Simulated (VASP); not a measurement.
Ta:

```
Ta
1.0
     4.67351    0.00000    0.00000
    -2.33676    4.04738    0.00000
     0.00000    0.00000    2.86486
Ta
3
Cartesian
  0.0000 0.0000 0.0000
  0.0000 2.6983 1.4324
  2.3368 1.3491 1.4324
```

This isn't the form of Ta at room conditions, which is bcc.

- Program: VASP 6.6.1
- Task: relaxation of cell and atoms
- Functional: LDA
- Potentials or basis: VASP PAW LDA potentials, release 64 (Ta_pv)
- Cutoff: 600 eV
- k mesh: 8 × 8 × 11
- Occupations: fermi-dirac, width 0.1 eV
- Spin: no spin polarisation

At the start: pressure -4.8 GPa; volume 18.06 Å³/atom.

**Question.** How do energy, volume and symmetry change on relaxing?

**Answer.** Over 9 steps the energy falls by 96.9 meV/atom and the volume is 17.60 Å³/atom (-2.5 %); space group P6/mmm (No. 191, to 0.1 Å) before and after.

Step by step:
```
step  energy change (eV)  largest force (eV/Å)  pressure (GPa)  volume (Å³)
   1              0.0000                0.0000           -4.76        54.19
   2             -0.0541                0.0000           14.98        49.79
   3             -0.2701                0.0000            4.19        51.76
   4             -0.2703                0.0000            4.42        51.70
   5             -0.2408                0.0000           -5.61        54.47
   6             -0.2906                0.0000            0.20        52.77
   7             -0.2906                0.0000            0.27        52.75
   8             -0.2906                0.0000           -0.26        52.87
   9             -0.2908                0.0000           -0.01        52.81
```

Final structure:
```
CELL_PARAMETERS angstrom
4.77231 0.00000 0.00000
-2.38615 4.13294 0.00000
0.00000 0.00000 2.67743
ATOMIC_POSITIONS crystal
Ta 0.00000 0.00000 0.00000
Ta 0.33333 0.66667 0.50000
Ta 0.66667 0.33333 0.50000
```
